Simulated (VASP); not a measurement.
RbBr, 2 atoms in the cell. It takes space group Fm-3m (No. 225, cubic). Conventional cell: a = 7.057 Å, b = 7.057 Å, c = 7.057 Å, α = 90.00°, β = 90.00°, γ = 90.00°. Rb (site symmetry m-3m) has 6 Br at 3.53 Å within 4.6 Å. Within 4.6 Å of Br (site symmetry m-3m) lie 6 Rb at 3.53 Å. 

| Property | Result |
| --- | --- |
| Program | VASP 6.6.1 |
| Task | single point |
| Functional | r2SCAN |
| Potentials or basis | VASP PAW PBE potentials, release 64 (Rb_sv, Br) |
| Cutoff | 520 eV |
| k mesh | 6 × 6 × 6 |
| Occupations | gaussian, width 0.01 eV |
| Spin | no spin polarisation |
| Dipole correction | no |
| Further INCAR settings | ALGO = Normal; EDIFF = 1e-07; NBANDS = 15 |

Potentials or basis: VASP PAW PBE potentials, release 64 (Rb_sv, Br).

Command:

```bash
$ cat potpaw_PBE.64/Rb_sv/POTCAR potpaw_PBE.64/Br/POTCAR > POTCAR
$ cp INCAR.step1 INCAR
$ mpirun -np 1 vasp_std > vasp.out
$ cp INCAR.step2 INCAR
$ mpirun -np 1 vasp_std > vasp.out
```

Hardware: 1 thread of Intel Xeon 8259CL (shared host).

Problem. How long does it take, and how much memory?

Solution. Run time: 2.8 min on 1 thread of Intel Xeon 8259CL, with other jobs on the host, peak memory 0.26 GiB. Counts: k points 16.
